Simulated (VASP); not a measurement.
# ScCu (Pm-3m) in VASP: density of states with LDA

Aim: the density of states of ScCu with LDA.

Program: VASP 6.6.1. These are calculated values, not measurements. Logs are shortened: lines on timing, memory, paths and dates and some standing lists are left out, and cuts for length are marked.

## (1) The cell of the first run

Symmetry: Pm-3m, No. 221, cubic system. The conventional cell has a = 3.167 Å, b = 3.167 Å, c = 3.167 Å, α = 90.00°, β = 90.00°, γ = 90.00°. Within 3.6 Å of Sc (site symmetry m-3m) lie 8 Cu at 2.74 Å and 6 Sc at 3.17 Å. Cu (site symmetry m-3m) has 8 Sc at 2.74 Å and 6 Cu at 3.17 Å within 3.6 Å.

## (2) Density of states, LDA

File POSCAR:

```
ScCu
1.0
    3.1670556362      0.0000000000      0.0000000000
    0.0000000000      3.1670556362      0.0000000000
    0.0000000000      0.0000000000      3.1670556362
Sc Cu
1 1
Direct
    0.5000000000      0.5000000000      0.5000000000
    0.0000000000      0.0000000000      0.0000000000
```

File INCAR.step1:

```
SYSTEM = ScCu
ALGO = Normal ; EDIFF = 1E-6
ENCUT = 520 ; GGA = CA
ISIF = 2 ; ISMEAR = -1
LASPH = .True. ; LCHARG = .True.
LMAXMIX = 4 ; LREAL = .False.
LWAVE = .False. ; NBANDS = 18
NELM = 100 ; PREC = Accurate
SIGMA = 0.05
```

File KPOINTS.step1:

```
k-points
0
Gamma
  13 13 13
  0 0 0
```

File INCAR.step2:

```
SYSTEM = ScCu
ALGO = Normal ; EDIFF = 1E-6
ENCUT = 520 ; GGA = CA
ICHARG = 11 ; ISIF = 2
ISMEAR = -5 ; LASPH = .True.
LCHARG = .False. ; LMAXMIX = 4
LORBIT = 11 ; LREAL = .False.
LWAVE = .False. ; NBANDS = 18
NEDOS = 2001 ; NELM = 100
PREC = Accurate ; SIGMA = 0.05
```

File KPOINTS.step2:

```
k-points
0
Gamma
  20 20 20
  0 0 0
```

Potentials or basis: VASP PAW LDA potentials, release 64 (Sc_sv, Cu).

Started as:

```console
$ cat potpaw_LDA.64/Sc_sv/POTCAR potpaw_LDA.64/Cu/POTCAR > POTCAR
$ cp INCAR.step1 INCAR
$ cp KPOINTS.step1 KPOINTS
$ mpirun -np 1 vasp_std > vasp.out
$ cp INCAR.step2 INCAR
$ cp KPOINTS.step2 KPOINTS
$ mpirun -np 1 vasp_std > vasp.out
```

OUTCAR:

```text
SYSTEM = ScCu
   EDIFF = 1E-6
   ENCUT = 520
   GGA = CA
   ICHARG = 11
   ISIF = 2
   ISMEAR = -5
   LASPH = .True.
   LORBIT = 11
   LREAL = .False.
   NELM = 100
   PREC = Accurate

 ion  position               nearest neighbor table
   1  0.500  0.500  0.500-   2 2.74   2 2.74   2 2.74   2 2.74   2 2.74   2 2.74   2 2.74   2 2.74

   2  0.000  0.000  0.000-   1 2.74   1 2.74   1 2.74   1 2.74   1 2.74   1 2.74   1 2.74   1 2.74

  LATTYP: Found a simple cubic cell.
 ALAT       =     3.1670556362

  Lattice vectors:

 A1 = (   3.1670556362,   0.0000000000,   0.0000000000)
 A2 = (   0.0000000000,   3.1670556362,   0.0000000000)
 A3 = (   0.0000000000,   0.0000000000,   3.1670556362)

Analysis of symmetry for initial positions (statically):
=====================================================================
 Subroutine PRICEL returns:
 Original cell was already a primitive cell.

 Routine SETGRP: Setting up the symmetry group for a
 simple cubic supercell.

 Subroutine GETGRP returns: Found 48 space group operations
 (whereof 48 operations were pure point group operations)
 out of a pool of 48 trial point group operations.

The static configuration has the point symmetry O_h .

Analysis of symmetry for dynamics (positions and initial velocities):
=====================================================================
 Subroutine PRICEL returns:
 Original cell was already a primitive cell.

 Routine SETGRP: Setting up the symmetry group for a
 simple cubic supercell.

 Subroutine GETGRP returns: Found 48 space group operations
 (whereof 48 operations were pure point group operations)
 out of a pool of 48 trial point group operations.

The dynamic configuration has the point symmetry O_h .

 Subroutine INISYM returns: Found 48 space group operations
 (whereof 48 operations are pure point group operations),
 and found     1 'primitive' translations

----------------------------------------------------------------------------------------

                                     Primitive cell

  volume of cell :      31.7663

  direct lattice vectors                    reciprocal lattice vectors
     3.167055636  0.000000000  0.000000000     0.315750689  0.000000000  0.000000000
     0.000000000  3.167055636  0.000000000     0.000000000  0.315750689  0.000000000
     0.000000000  0.000000000  3.167055636     0.000000000  0.000000000  0.315750689

  length of vectors
     3.167055636  3.167055636  3.167055636     0.315750689  0.315750689  0.315750689

  position of ions in fractional coordinates (direct lattice)
     0.500000000  0.500000000  0.500000000
     0.000000000  0.000000000  0.000000000

  ion indices of the primitive-cell ions
   primitive index   ion index
                 1           1
                 2           2

----------------------------------------------------------------------------------------

 KPOINTS: k-points

Automatic generation of k-mesh.
 Grid dimensions read from file:
 generate k-points for:   20   20   20

 Generating k-lattice:

  Cartesian coordinates                     Fractional coordinates (reciprocal lattice)
     0.015787534  0.000000000  0.000000000     0.050000000  0.000000000  0.000000000
     0.000000000  0.015787534  0.000000000     0.000000000  0.050000000  0.000000000
     0.000000000  0.000000000  0.015787534     0.000000000  0.000000000  0.050000000

  Length of vectors
     0.015787534  0.015787534  0.015787534

  Shift w.r.t. Gamma in fractional coordinates (k-lattice)
     0.000000000  0.000000000  0.000000000

 TETIRR: Found   3982 inequivalent tetrahedra from    48000

 Subroutine IBZKPT returns following result:
 ===========================================

 Found    286 irreducible k-points:

 Following reciprocal coordinates:
            Coordinates               Weight
  0.000000  0.000000  0.000000      1.000000
  0.050000  0.000000  0.000000      6.000000
  0.100000  0.000000  0.000000      6.000000
  0.150000  0.000000  0.000000      6.000000
  0.200000  0.000000  0.000000      6.000000
  0.250000  0.000000  0.000000      6.000000
[... 16 lines left out ...]
  0.150000  0.100000  0.000000     24.000000
  0.200000  0.100000  0.000000     24.000000
 [... further k-points ...]
   k-points           NKPTS =    286   k-points in BZ     NKDIM =    286   number of bands    NBANDS=     18
   number of dos      NEDOS =   2001   number of ions     NIONS =      2
   total plane-waves  NPLWV =  13824
   dimension x,y,z NGX =    24 NGY =   24 NGZ =   24
   dimension x,y,z NGXF=    48 NGYF=   48 NGZF=   48
   ions per type =               1   1
   NGX,Y,Z   is equivalent  to a cutoff of  12.60, 12.60, 12.60 a.u.
   NGXF,Y,Z  is equivalent  to a cutoff of  25.20, 25.20, 25.20 a.u.
 SYSTEM =  ScCu
   PREC   = accura    normal or accurate (medium, high low for compatibility)
   ISTART =      0    job   : 0-new  1-cont  2-samecut
   ICHARG =     11    charge: 1-file 2-atom 10-const
   ISPIN  =      1    spin polarized calculation?
   LNONCOLLINEAR =      F non collinear calculations
   LSORBIT =      F    spin-orbit coupling
   LASPH  =      T    aspherical Exc in radial PAW
   ENCUT  =  520.0 eV  38.22 Ry    6.18 a.u.   5.89  5.89  5.89*2*pi/ulx,y,z
   NELM   =    100;   NELMIN=  2; NELMDL=  0     # of ELM steps
   EDIFF  = 0.1E-05   stopping-criterion for ELM
   LREAL  =      F    real-space projection
   EDIFFG = 0.1E-04   stopping-criterion for IOM
   NSW    =      0    number of steps for IOM
   IBRION =     -1    ionic relax: 0-MD 1-quasi-New 2-CG
   NFREE  =      0    steps in history (QN), initial steepest desc. (CG)
   ISIF   =      2    stress and relaxation
   ISYM   =      2    0-nonsym 1-usesym 2-fastsym
   POTIM  = 0.5000    time-step for ionic-motion
   TEBEG  =    0.0;   TEEND  =   0.0 temperature during run
   PSTRESS=    0.0 pullay stress
   NELECT =      22.0000    total number of electrons
   NUPDOWN=      -1.0000    fix difference up-down
   EMIN   =  10.00;   EMAX   =-10.00  energy-range for DOS
   EFERMI =   0.00;   METHOD = LEGACY
   ISMEAR =    -5;   SIGMA  =   0.05  broadening in eV -4-tet -1-fermi 0-gaus
   EFERMI_NEDOS =   21; number of points for ismear=-14 and -15
   IALGO  =     38    algorithm
   IMIX   =      4    mixing-type and parameters
     AMIX     =   0.40;   BMIX     =  1.00
     AMIX_MAG =   1.60;   BMIX_MAG =  1.00
  volume/ion in A,a.u.               =      15.88       107.18
  Fermi-wavevector in a.u.,A,eV,Ry     =   1.448416  2.737110 28.543790  2.097909
  Thomas-Fermi vector in A             =   2.566260
   LORBIT       =     11    0 simple, 1 ext, 2 COOP (PROOUT), +10 PAW based schemes
   GGA     = CA    functional components
   LHFCALC =     F    Hartree Fock is set to
   AEXX    =    0.0000 exact exchange contribution
   IVDW    =     0    specifies the selected vdW correction
   LEPSILON=     F    determine dielectric tensor
   LRPA    =     F    only Hartree local field effects (RPA)
 non-spin polarized calculation
 Fermi weights with tetrahedron method with Bloechl corrections
  energy-cutoff  :      520.00
  volume of cell :       31.77
 maximum number of plane-waves:       876
 NGX is ok and might be reduce to    24

 number of electron      22.0000038 magnetization

 Free energy of the ion-electron system (eV)
  ---------------------------------------------------
  ext. energy  EPLUGINS =         0.00000000
  ---------------------------------------------------
  free energy    TOTEN  =       -11.96447490 eV

  energy without entropy =      -11.96447490  energy(sigma->0) =      -11.96447490

 E-fermi :   5.9787     XC(G=0): -11.8427

 val. band max:        6.0193076716   @ k =   0.3000   0.3000   0.1500
 cond. band min:       5.9624688328   @ k =   0.5000   0.5000   0.1000
 fundamental gap:     -0.0568388388
 Fermi energy:         5.9787182626

 k-point     1 :       0.0000    0.0000    0.0000
  band No.  band energies     occupation
      1     -42.8873      2.00000
      2     -21.7292      2.00000
      3     -21.7292      2.00000
      4     -21.7292      2.00000
      5      -1.3821      2.00000
      6       1.7868      2.00000
[... 10 lines left out ...]
     17      13.2228      0.00000
     18      13.2228      0.00000

 k-point     2 :       0.0500    0.0000    0.0000
  band No.  band energies     occupation
      1     -42.8865      2.00000
      2     -21.7373      2.00000
      3     -21.7285      2.00000
      4     -21.7285      2.00000
      5      -1.3378      2.00000
      6       1.7971      2.00000
[... 10 lines left out ...]
     17      13.3463      0.00000
     18      13.3463      0.00000

 k-point     3 :       0.1000    0.0000    0.0000
  band No.  band energies     occupation
      1     -42.8841      2.00000
      2     -21.7609      2.00000
      3     -21.7266      2.00000
      4     -21.7266      2.00000
      5      -1.2060      2.00000
      6       1.8274      2.00000
[... 10 lines left out ...]
     17      13.6870      0.00000
     18      13.6870      0.00000

 k-point     4 :       0.1500    0.0000    0.0000
  band No.  band energies     occupation
      1     -42.8805      2.00000
      2     -21.7973      2.00000
      3     -21.7237      2.00000
      4     -21.7237      2.00000
      5      -0.9900      2.00000
      6       1.8753      2.00000
[... 375 lines left out ...]
      4     -21.7241      2.00000
      5      -1.0338      2.00000
      6       1.8691      2.00000
[... 10 lines left out ...]
     17      13.0912      0.00000
     18      14.0868      0.00000

 k-point    23 :       0.1500    0.1000    0.0000
  band No.  band energies     occupation
      1     -42.8774      2.00000
      2     -21.7946      2.00000
      3     -21.7546      2.00000
      4     -21.7211      2.00000
      5      -0.8229      2.00000
      6       1.9134      2.00000
[... 10 lines left out ...]
     17      13.4300      0.00000
     18      14.5310      0.00000

 k-point    24 :       0.2000    0.1000    0.0000
  band No.  band energies     occupation
      1     -42.8728      2.00000
      2     -21.8398      2.00000
      3     -21.7506      2.00000
      4     -21.7173      2.00000
      5      -0.5359      2.00000
      6       1.9692      2.00000
[... 10 lines left out ...]
     17      13.9521      0.00000
     18      15.0841      0.00000

 [... further k-points ...]

------------------------ aborting loop because EDIFF is reached ----------------------------------------

  FORCE on cell =-STRESS in cart. coord.  units (eV):
  Direction    XX          YY          ZZ          XY          YZ          ZX
  --------------------------------------------------------------------------------------
  -------------------------------------------------------------------------------------
  Total       -0.0194169     -0.0194169     -0.0194169     -0.0000000      0.0000000     -0.0000000
  in kB       -0.9793197     -0.9793197     -0.9793197     -0.0000000      0.0000000     -0.0000000
  external PRESSURE =      -0.9793197 kB  Pullay stress =       0.0000000 kB

 VOLUME and BASIS-vectors are now :
 -----------------------------------------------------------------------------
  energy-cutoff  :      520.00
  volume of cell :       31.77
      direct lattice vectors                 reciprocal lattice vectors
     3.167055636  0.000000000  0.000000000     0.315750689  0.000000000  0.000000000
     0.000000000  3.167055636  0.000000000     0.000000000  0.315750689  0.000000000
     0.000000000  0.000000000  3.167055636     0.000000000  0.000000000  0.315750689

 POSITION                                       TOTAL-FORCE (eV/Angst)
 -----------------------------------------------------------------------------------
      1.58353      1.58353      1.58353         0.000000      0.000000      0.000000
      0.00000      0.00000      0.00000         0.000000      0.000000      0.000000
 -----------------------------------------------------------------------------------
    total drift:                                0.000000      0.000000     -0.000000

  FREE ENERGIE OF THE ION-ELECTRON SYSTEM (eV)
  ---------------------------------------------------
  free  energy   TOTEN  =       -11.9644749037 eV

  energy  without entropy=      -11.9644749037  energy(sigma->0) =      -11.96447490

 total charge

# of ion       s       p       d       tot
------------------------------------------
    1        2.275   6.169   1.079   9.523
    2        0.571   0.384   9.103  10.058
--------------------------------------------------
tot          2.846   6.553  10.182  19.580
```

It took 64 s on 1 thread of Intel Xeon Platinum 8259CL at 2.50GHz (Skylake/Cascade Lake), shared host; peak memory 0.28 GiB.

Results:

* Valence electrons inside the program's atomic spheres: Sc 9.52; Cu 10.06

Caveat: tetrahedron occupations give inexact forces and stress in metals.
